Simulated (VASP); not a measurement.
A run of VASP 6.6.1 is set up as follows.

File INCAR:

```
SYSTEM = ZnS
PREC = Accurate
ENCUT = 520
EDIFF = 1E-7
ISMEAR = 0
SIGMA = 0.05
LREAL = .False.
LASPH = .True.
NELM = 100
ALGO = Normal
ISIF = 2
LWAVE = .False.
LCHARG = .True.
GGA = PE
LELF = .True.
LVHAR = .True.
NBANDS = 16
```

Contents of KPOINTS:

```
Automatic mesh
0
Gamma
  10 10 10
  0 0 0
```

POSCAR

```
ZnS
1.0
    0.0000000000      2.7046500000      2.7452197500
    2.7046500000      0.0000000000      2.7452197500
    2.7046500000      2.7046500000      0.0000000000
Zn S
1 1
Direct
    0.0000000000      0.0000000000      0.0000000000
    0.7500000000      0.7500000000      0.7500000000
```

Potentials or basis: VASP PAW PBE potentials, release 64 (Zn, S).

Launch:

```sh
$ cat potpaw_PBE.64/Zn/POTCAR potpaw_PBE.64/S/POTCAR > POTCAR
$ mpirun -np 1 vasp_std > vasp.out
```

Problem. Estimate the band gap on the k mesh.

Solution. 2.02 eV, direct.

Problem. What does it give for the pressure?

Solution. 0.4 GPa.

Stress tensor (GPa, compression positive):
```
0.65 0.00 0.00
0.00 0.65 0.00
0.00 0.00 0.02
```

Caveat: the cell differs from its parent crystal (strain +0.000 along x and y, +0.015 along z).
